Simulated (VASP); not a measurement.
Crystal: ZrC.

```xyz
2
Lattice="0.0000 2.3650 2.3650 2.3650 0.0000 2.3650 2.3650 2.3650 0.0000" Properties=species:S:1:pos:R:3 pbc="T T T"
Zr    2.3650    2.3650    2.3650
C     0.0000    0.0000    0.0000
```

```yaml
Program: VASP 6.6.1
Task: relaxation of cell and atoms
Functional: r2SCAN
Dispersion: D4
Potentials_or_basis: VASP PAW PBE potentials, release 64 (Zr_sv, C)
Cutoff: 600 eV
k_mesh: 12 × 12 × 12
Occupations: methfessel-paxton, width 0.1 eV
Spin: no spin polarisation
```

At the start: pressure -3.6 GPa; volume 13.23 Å³/atom.

Task: Where does the relaxation end?

Result: Over 3 steps the energy falls by 2.4 meV/atom and the volume is 13.02 Å³/atom (-1.6 %); space group Fm-3m (No. 225, to 0.1 Å) before and after.

The path:
```tsv
step	energy change (eV)	largest force (eV/Å)	pressure (GPa)	volume (Å³)
1	0.0000	0.0000	-3.60	26.46
2	0.0095	0.0000	6.70	25.33
3	-0.0048	0.0000	-0.02	26.04
```

Final structure:
```yaml
crystal:
  lattice:
    - [0.00000, 2.35248, 2.35248]
    - [2.35248, 0.00000, 2.35248]
    - [2.35248, 2.35248, 0.00000]
  atoms:
    - { symbol: Zr, position: [0.50000, 0.50000, 0.50000] }
    - { symbol: C, position: [0.00000, 0.00000, 0.00000] }
```

Caveat: the PAW data sets were made with another functional, which shifts forces and pressure a little.
